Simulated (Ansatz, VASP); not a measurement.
# Al in VASP and in Ansatz

```
Al
1.0
     2.81535    0.00000    0.00000
    -1.40767    2.43816    0.00000
     0.00000    0.00000    4.64721
Al
2
Direct
  0.33333 0.66667 0.25000
  0.66667 0.33333 0.75000
```

Alike in both runs: functional LDA; k mesh 15 × 15 × 8; occupations fermi-dirac, width 0.08 eV; no spin polarisation.

Ansatz relaxed the structure, and its values are those at the end. VASP's run is a single point on that final structure, the one shown.

|  | VASP | Ansatz |
| --- | --- | --- |
| version | VASP 6.6.1 | Ansatz 0.2.0 |
| potentials or method | VASP PAW LDA potentials, release 64 (Al) | PAW with Ansatz's default frozen-core files, scalar-relativistic |
| plane-wave cutoff (eV) | 520 | 420 |
| valence electrons in the cell | 6 | 6 |

```csv
,VASP,Ansatz,Ansatz less VASP
pressure (GPa),0.1,0.0,-0.08
```

LDA's correlation is that of Perdew and Zunger in VASP and of Perdew and Wang (1992) in Ansatz.
